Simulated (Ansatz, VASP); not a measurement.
InAs: VASP beside Ansatz

```
CELL_PARAMETERS angstrom
0.00000 3.09340 3.09340
3.09340 0.00000 3.09340
3.09340 3.09340 0.00000
ATOMIC_POSITIONS crystal
In 0.00000 0.00000 0.00000
As 0.75000 0.75000 0.75000
```

Alike in both runs: functional PBE; k mesh 12 × 12 × 12; occupations gaussian, width 0.1 eV; no spin polarisation.

Ansatz relaxed the structure, and its values are those at the end. VASP's run is a single point on that final structure, the one shown.

|  | VASP | Ansatz |
| --- | --- | --- |
| version | VASP 6.6.1 | Ansatz 0.2.0 |
| potentials or method | VASP PAW PBE potentials, release 64 (In_d, As), cutoff 520 eV | scalar-relativistic, plane waves, PAW |
| valence electrons in the cell | 18 | 28 |

```tsv
	VASP	Ansatz	Ansatz less VASP
gap on the k mesh at the Fermi level (eV)	none	none	-
pressure (GPa)	0.0	0.0	-0.04
```

A gap of «none» marks a metal or a gap that the smearing closes. VASP's potentials hold 18 valence electrons a cell and Ansatz's 28, so a difference there can come from the potentials and not from the codes.
